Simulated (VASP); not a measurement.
Wanted: the native input for a VASP 6.6.1 run.

```
Task                   : single point
Functional             : LDA
Potentials or basis    : VASP PAW LDA potentials, release 64 (Re)
Cutoff                 : 520 eV
k mesh                 : 11 × 11 × 6
Occupations            : fermi-dirac, width 0.05 eV
Spin                   : no spin polarisation
Dipole correction      : no
Further INCAR settings : ALGO = Normal; EDIFF = 1e-06; NBANDS = 14
```

The structure of Re lies in POSCAR:

```
Re
1.0
    2.7234873179      0.0000000000      0.0000000000
   -1.3617436590      2.3586092042      0.0000000000
    0.0000000000      0.0000000000      4.3979466679
Re
2
Direct
    0.6666666667      0.3333333333      0.7500000000
    0.3333333333      0.6666666667      0.2500000000
```

These files were run (other wordings do the same):

INCAR

```
SYSTEM = Re
ALGO = Normal
EDIFF = 1E-6
ENCUT = 520
ISIF = 2
ISMEAR = -1
LASPH = .True.
LCHARG = .False.
LREAL = .False.
LWAVE = .False.
NBANDS = 14
NELM = 100
PREC = Accurate
SIGMA = 0.05
```

KPOINTS

```
k-points
0
Gamma
  11 11 6
  0 0 0
```

Potentials or basis: VASP PAW LDA potentials, release 64 (Re).

Launch:

```sh
$ cat potpaw_LDA.64/Re/POTCAR > POTCAR
$ mpirun -np 1 vasp_std > vasp.out
```

It gave:

* Pressure: 7.7 GPa
* Band gap on the k mesh: zero (band 7 reaches 9.96 eV, above the bottom of band 8 at 6.52 eV)

Caveat: spin-orbit coupling is left out, which moves the levels of the heavy elements.

Run time: 16 s on 1 thread of Intel(R) Xeon(R) Platinum 8375C CPU @ 2.90GHz (Ice Lake) (shared host), peak memory 0.14 GiB.
